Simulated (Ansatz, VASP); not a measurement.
## One calculation of ZrC, two programs

POSCAR

```
ZrC
1.0
    2.9161228722      0.0000000000      0.0000000000
    0.0000000000      2.9161228722      0.0000000000
    0.0000000000      0.0000000000      2.9161228722
Zr C
1 1
Direct
    0.0000000000      0.0000000000      0.0000000000
    0.5000000000      0.5000000000      0.5000000000
```

The input INCAR.step1:

```
ALGO = Normal
EDIFF = 1E-5
ENCUT = 660
GGA = PE
GGA_COMPAT = F
ISMEAR = 0
LASPH = T
LCHARG = F
LREAL = F
LWAVE = T
NBANDS = 15
NELM = 120
PREC = Accurate
SIGMA = 0.05
```

INCAR.step2

```
ALGO = Normal
EDIFF = 1E-6
ENCUT = 660
GGA_COMPAT = F
ISIF = 2
ISMEAR = 0
ISTART = 1
LASPH = T
LCHARG = F
LMIXTAU = T
LREAL = F
LWAVE = F
METAGGA = R2SCAN
NBANDS = 15
NELM = 120
PREC = Accurate
SIGMA = 0.05
```

Contents of KPOINTS:

```
k-points
0
Gamma
  12 12 12
```

Input for Ansatz:

```yaml
crystal:
  lattice:
    - [2.9161228722, 0.0, 0.0]
    - [0.0, 2.9161228722, 0.0]
    - [0.0, 0.0, 2.9161228722]
  atoms:
    - { symbol: Zr, position: [0.0, 0.0, 0.0] }
    - { symbol: C, position: [0.5, 0.5, 0.5] }
basis:
  ecutwfc: 500
  ecutrho_ratio: 4
kpoints:
  mp_grid: { grid: [12, 12, 12] }
hamiltonian:
  xc: r2scan
scf:
  occupations: { method: gaussian, width: 0.05 }
output:
  forces: true
  stress: true
  eigenvalues: true
```

Alike in both runs: task single point; functional r2SCAN; k mesh 12 × 12 × 12; occupations gaussian, width 0.05 eV; no spin polarisation.

```csv
,VASP,Ansatz
version,VASP 6.6.1,Ansatz 0.2.0
potentials or method,"VASP PAW PBE potentials, release 64 (Zr_sv, C), cutoff 660 eV","scalar-relativistic, plane waves, PAW"
valence electrons in the cell,16,16
```

```csv
,VASP,Ansatz,Ansatz less VASP
pressure (GPa),0.0,0.0,-0.02
```

VASP's potentials were made for PBE, not for r2SCAN.
